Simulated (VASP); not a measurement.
# ZrC (I4mm) in VASP: further runs

Runs on ZrC. Level: LDA. Tasks: single point.

All numbers are computed with VASP 6.6.1; they aren't measurements. Logs are shortened: lines on timing, memory, paths and dates and some standing lists are left out, and cuts for length are marked.

### 1 The cell of the first run

The structure is tetragonal, space group I4mm (No. 107). The conventional cell has a = 3.282 Å, b = 3.282 Å, c = 4.641 Å, α = 90.00°, β = 90.00°, γ = 90.00°. Zr (site symmetry 4mm) has 6 C at 2.13 to 2.52 Å within 2.8 Å. C (site symmetry 4mm) has 6 Zr at 2.13 to 2.52 Å within 2.8 Å.

### 2 Single point, LDA (mode 4 frozen in at -0.172 Å and mode 5 at +0.000 Å (largest displacements))

INCAR reads:

```
SYSTEM = ZrC
ALGO     = Normal         ! electronic algorithm
EDIFF    = 1E-6           ! SCF threshold, eV
ENCUT    = 520            ! plane-wave cutoff, eV
ISIF     = 2              ! what is computed and relaxed
ISMEAR   = 0              ! smearing method
LASPH    = .TRUE.         ! aspherical terms in the spheres
LCHARG   = .FALSE.        ! write CHGCAR
LREAL    = .FALSE.        ! projectors in reciprocal space
LWAVE    = .FALSE.        ! write WAVECAR
NBANDS   = 15             ! bands
NELM     = 80             ! most SCF steps
PREC     = Accurate       ! precision mode
SIGMA    = 0.15           ! smearing width, eV
```

KPOINTS reads:

```
k-points
0
G
  16 16 16
  0 0 0
```

POSCAR reads:

```
ZrC
1.0
    0.0000000000      2.3207286109      2.3207286109
    2.3207286109      0.0000000000      2.3207286109
    2.3207286109      2.3207286109      0.0000000000
Zr C
1 1
Direct
    0.4951207967      0.5048792033      0.5048792033
    0.0370573274     -0.0370573274     -0.0370573274
```

Potentials or basis: VASP PAW LDA potentials, release 64 (Zr_sv, C).

Run with:

```sh
$ cat potpaw_LDA.64/Zr_sv/POTCAR potpaw_LDA.64/C/POTCAR > POTCAR
$ mpirun -np 1 vasp_std > vasp.out
```

OUTCAR:

```text
SYSTEM = ZrC
   EDIFF = 1E-6
   ENCUT = 520
   ISIF = 2
   ISMEAR = 0
   LASPH = .TRUE.
   LREAL = .FALSE.
   NELM = 80
   PREC = Accurate

 ion  position               nearest neighbor table
   1  0.495  0.505  0.505-   2 2.13   2 2.33   2 2.33   2 2.33   2 2.33   2 2.52
   2  0.037  0.963  0.963-   1 2.13   1 2.33   1 2.33   1 2.33   1 2.33   1 2.52

  LATTYP: Found a face centered cubic cell.
 ALAT       =     4.6414572218

  Lattice vectors:

 A1 = (   0.0000000000,   2.3207286109,   2.3207286109)
 A2 = (   2.3207286109,   0.0000000000,   2.3207286109)
 A3 = (   2.3207286109,   2.3207286109,   0.0000000000)

Analysis of symmetry for initial positions (statically):
=====================================================================
 Subroutine PRICEL returns:
 Original cell was already a primitive cell.

 Routine SETGRP: Setting up the symmetry group for a
 face centered cubic supercell.

 Subroutine GETGRP returns: Found  8 space group operations
 (whereof  8 operations were pure point group operations)
 out of a pool of 48 trial point group operations.

The static configuration has the point symmetry C_4v.

Analysis of symmetry for dynamics (positions and initial velocities):
=====================================================================
 Subroutine PRICEL returns:
 Original cell was already a primitive cell.

 Routine SETGRP: Setting up the symmetry group for a
 face centered cubic supercell.

 Subroutine GETGRP returns: Found  8 space group operations
 (whereof  8 operations were pure point group operations)
 out of a pool of 48 trial point group operations.

The dynamic configuration has the point symmetry C_4v.

 Subroutine INISYM returns: Found  8 space group operations
 (whereof  8 operations are pure point group operations),
 and found     1 'primitive' translations

----------------------------------------------------------------------------------------

                                     Primitive cell

  volume of cell :      24.9979

  direct lattice vectors                    reciprocal lattice vectors
     0.000000000  2.320728611  2.320728611    -0.215449578  0.215449578  0.215449578
     2.320728611  0.000000000  2.320728611     0.215449578 -0.215449578  0.215449578
     2.320728611  2.320728611  0.000000000     0.215449578  0.215449578 -0.215449578

  length of vectors
     3.282005876  3.282005876  3.282005876     0.373169616  0.373169616  0.373169616

  position of ions in fractional coordinates (direct lattice)
     0.495120797  0.504879203  0.504879203
     0.037057327  0.962942673  0.962942673

  ion indices of the primitive-cell ions
   primitive index   ion index
                 1           1
                 2           2

----------------------------------------------------------------------------------------

 KPOINTS: k-points

Automatic generation of k-mesh.
 Grid dimensions read from file:
 generate k-points for:   16   16   16

 Generating k-lattice:

  Cartesian coordinates                     Fractional coordinates (reciprocal lattice)
    -0.013465599  0.013465599  0.013465599     0.062500000  0.000000000  0.000000000
     0.013465599 -0.013465599  0.013465599     0.000000000  0.062500000  0.000000000
     0.013465599  0.013465599 -0.013465599     0.000000000  0.000000000  0.062500000

  Length of vectors
     0.023323101  0.023323101  0.023323101

  Shift w.r.t. Gamma in fractional coordinates (k-lattice)
     0.000000000  0.000000000  0.000000000

 Subroutine IBZKPT returns following result:
 ===========================================

 Found    349 irreducible k-points:

 Following reciprocal coordinates:
            Coordinates               Weight
  0.000000  0.000000  0.000000      1.000000
  0.062500  0.000000  0.000000      8.000000
  0.125000  0.000000  0.000000      8.000000
  0.187500  0.000000  0.000000      8.000000
  0.250000  0.000000  0.000000      8.000000
  0.312500  0.000000  0.000000      8.000000
[... 16 lines left out ...]
  0.000000  0.437500  0.062500      8.000000
  0.500000  0.062500  0.000000     16.000000
 [... further k-points ...]
   k-points           NKPTS =    349   k-points in BZ     NKDIM =    349   number of bands    NBANDS=     15
   number of dos      NEDOS =    301   number of ions     NIONS =      2
   total plane-waves  NPLWV =  13824
   dimension x,y,z NGX =    24 NGY =   24 NGZ =   24
   dimension x,y,z NGXF=    48 NGYF=   48 NGZF=   48
   ions per type =               1   1
   NGX,Y,Z   is equivalent  to a cutoff of  12.16, 12.16, 12.16 a.u.
   NGXF,Y,Z  is equivalent  to a cutoff of  24.31, 24.31, 24.31 a.u.
 SYSTEM =  ZrC
   PREC   = accura    normal or accurate (medium, high low for compatibility)
   ISTART =      0    job   : 0-new  1-cont  2-samecut
   ICHARG =      2    charge: 1-file 2-atom 10-const
   ISPIN  =      1    spin polarized calculation?
   LNONCOLLINEAR =      F non collinear calculations
   LSORBIT =      F    spin-orbit coupling
   LASPH  =      T    aspherical Exc in radial PAW
   ENCUT  =  520.0 eV  38.22 Ry    6.18 a.u.   6.10  6.10  6.10*2*pi/ulx,y,z
   NELM   =     80;   NELMIN=  2; NELMDL= -5     # of ELM steps
   EDIFF  = 0.1E-05   stopping-criterion for ELM
   LREAL  =      F    real-space projection
   EDIFFG = 0.1E-04   stopping-criterion for IOM
   NSW    =      0    number of steps for IOM
   IBRION =     -1    ionic relax: 0-MD 1-quasi-New 2-CG
   NFREE  =      0    steps in history (QN), initial steepest desc. (CG)
   ISIF   =      2    stress and relaxation
   ISYM   =      2    0-nonsym 1-usesym 2-fastsym
   POTIM  = 0.5000    time-step for ionic-motion
   TEBEG  =    0.0;   TEEND  =   0.0 temperature during run
   PSTRESS=    0.0 pullay stress
   NELECT =      16.0000    total number of electrons
   NUPDOWN=      -1.0000    fix difference up-down
   EMIN   =  10.00;   EMAX   =-10.00  energy-range for DOS
   EFERMI =   0.00;   METHOD = LEGACY
   ISMEAR =     0;   SIGMA  =   0.15  broadening in eV -4-tet -1-fermi 0-gaus
   EFERMI_NEDOS =   21; number of points for ismear=-14 and -15
   IALGO  =     38    algorithm
   IMIX   =      4    mixing-type and parameters
     AMIX     =   0.40;   BMIX     =  1.00
     AMIX_MAG =   1.60;   BMIX_MAG =  1.00
  volume/ion in A,a.u.               =      12.50        84.35
  Fermi-wavevector in a.u.,A,eV,Ry     =   1.410849  2.666118 27.082319  1.990494
  Thomas-Fermi vector in A             =   2.532761
   LORBIT       =      0    0 simple, 1 ext, 2 COOP (PROOUT), +10 PAW based schemes
   GGA     = CA    functional components
   LHFCALC =     F    Hartree Fock is set to
   AEXX    =    0.0000 exact exchange contribution
   IVDW    =     0    specifies the selected vdW correction
   LEPSILON=     F    determine dielectric tensor
   LRPA    =     F    only Hartree local field effects (RPA)
 non-spin polarized calculation
 Gauss-broadening in eV      SIGMA  =   0.15
  energy-cutoff  :      520.00
  volume of cell :       25.00
 maximum number of plane-waves:       692
   NGX = 13   NGY = 13   NGZ = 13

 number of electron      16.0000000 magnetization

 Free energy of the ion-electron system (eV)
  ---------------------------------------------------
  ext. energy  EPLUGINS =         0.00000000
  ---------------------------------------------------
  free energy    TOTEN  =       -21.12517190 eV

  energy without entropy =      -21.12308313  energy(sigma->0) =      -21.12412752

 E-fermi :   9.9655     XC(G=0): -12.5291

 val. band max:        9.9561532085   @ k =   0.5000   0.4375   0.0625
 cond. band min:       9.9740353920   @ k =   0.1250   0.0625   0.0000
 fundamental gap:      0.0178821836
 Fermi energy:         9.9654596279

 k-point     1 :       0.0000    0.0000    0.0000
  band No.  band energies     occupation
      1     -37.7716      2.00000
      2     -15.6274      2.00000
      3     -15.6053      2.00000
      4     -15.6053      2.00000
      5      -1.3460      2.00000
      6       9.7495      1.95824
      7       9.7495      1.95824
      8      10.0727      0.31212
      9      10.9373      0.00000
     10      12.1412      0.00000
     11      12.1412      0.00000
     12      12.8031      0.00000
     13      13.8681      0.00000
     14      17.5945      0.00000
     15      20.3334      0.00000

 k-point     2 :       0.0625    0.0000    0.0000
  band No.  band energies     occupation
      1     -37.7669      2.00000
      2     -15.6588      2.00000
      3     -15.6194      2.00000
      4     -15.6090      2.00000
      5      -1.2498      2.00000
      6       9.2777      2.00000
      7       9.5973      1.99948
      8      10.1218      0.14059
      9      10.9790      0.00000
     10      11.7923      0.00000
     11      12.0869      0.00000
     12      13.4957      0.00000
     13      14.2892      0.00000
     14      17.7840      0.00000
     15      20.5938      0.00000

 k-point     3 :       0.1250    0.0000    0.0000
  band No.  band energies     occupation
      1     -37.7535      2.00000
      2     -15.7733      2.00000
      3     -15.6321      2.00000
      4     -15.6194      2.00000
      5      -0.9719      2.00000
      6       8.5224      2.00000
      7       9.1497      2.00000
      8       9.6440      1.99756
      9      11.2351      0.00000
     10      11.6943      0.00000
     11      12.1879      0.00000
     12      14.6046      0.00000
     13      15.2015      0.00000
     14      18.2739      0.00000
     15      21.3148      0.00000
[... 343 lines left out ...]
 k-point    23 :       0.0000    0.4375    0.0625
  band No.  band energies     occupation
      1     -37.6525      2.00000
      2     -16.5443      2.00000
      3     -15.7218      2.00000
      4     -15.7111      2.00000
      5       1.5043      2.00000
      6       4.9663      2.00000
      7       7.0452      2.00000
      8       7.1073      2.00000
      9      13.4585      0.00000
     10      14.4831      0.00000
     11      14.8268      0.00000
     12      17.4733      0.00000
     13      19.0301      0.00000
     14      20.7391      0.00000
     15      24.1126      0.00000

 k-point    24 :       0.5000    0.0625    0.0000
  band No.  band energies     occupation
      1     -37.6447      2.00000
      2     -16.5988      2.00000
      3     -15.7302      2.00000
      4     -15.7158      2.00000
      5       1.8075      2.00000
      6       4.6176      2.00000
      7       6.8442      2.00000
      8       7.0630      2.00000
      9      14.0602      0.00000
     10      14.5455      0.00000
     11      15.2997      0.00000
     12      16.9110      0.00000
     13      19.7292      0.00000
     14      20.5929      0.00000
     15      23.3379      0.00000

 [... further k-points ...]

------------------------ aborting loop because EDIFF is reached ----------------------------------------

  FORCE on cell =-STRESS in cart. coord.  units (eV):
  Direction    XX          YY          ZZ          XY          YZ          ZX
  --------------------------------------------------------------------------------------
  -------------------------------------------------------------------------------------
  Total        1.9045840     -0.0082237     -0.0082237      0.0000000      0.0000000      0.0000000
  in kB      122.0696338     -0.5270802     -0.5270802      0.0000000      0.0000000      0.0000000
  external PRESSURE =      40.3384911 kB  Pullay stress =       0.0000000 kB

 VOLUME and BASIS-vectors are now :
 -----------------------------------------------------------------------------
  energy-cutoff  :      520.00
  volume of cell :       25.00
      direct lattice vectors                 reciprocal lattice vectors
     0.000000000  2.320728611  2.320728611    -0.215449578  0.215449578  0.215449578
     2.320728611  0.000000000  2.320728611     0.215449578 -0.215449578  0.215449578
     2.320728611  2.320728611  0.000000000     0.215449578  0.215449578 -0.215449578

 POSITION                                       TOTAL-FORCE (eV/Angst)
 -----------------------------------------------------------------------------------
      2.34338      2.32073      2.32073        -1.715849      0.000000      0.000000
      4.46946      2.32073      2.32073         1.715849      0.000000      0.000000
 -----------------------------------------------------------------------------------
    total drift:                               -0.000187     -0.000000     -0.000000

  FREE ENERGIE OF THE ION-ELECTRON SYSTEM (eV)
  ---------------------------------------------------
  free  energy   TOTEN  =       -21.1251719032 eV

  energy  without entropy=      -21.1230831305  energy(sigma->0) =      -21.12412752
```

Wall time 64 s (1 thread of Intel Xeon Platinum 8375C at 2.90GHz (Ice Lake), shared host); peak memory 0.23 GiB.

Results:

| Item | Value |
| --- | --- |
| Free energy | -21.1252 eV |
| Pressure | 4.0 GPa |
| Largest force | 1.716 eV/Å |
| Band gap on the k mesh | zero (band 8 reaches 10.33 eV, above the bottom of band 9 at 9.37 eV) |

Forces on the atoms (eV/Å):
```
Zr  -1.716  0.000  0.000
C    1.716  0.000  0.000
```

Caveat: the cell differs from its parent crystal (mode 4 frozen in at -0.172 Å and mode 5 at +0.000 Å (largest displacements)); forces of over 1 eV/Å act on the atoms, so gaps and moduli don't describe the material at rest.

(Continued in part 2 of 2.)
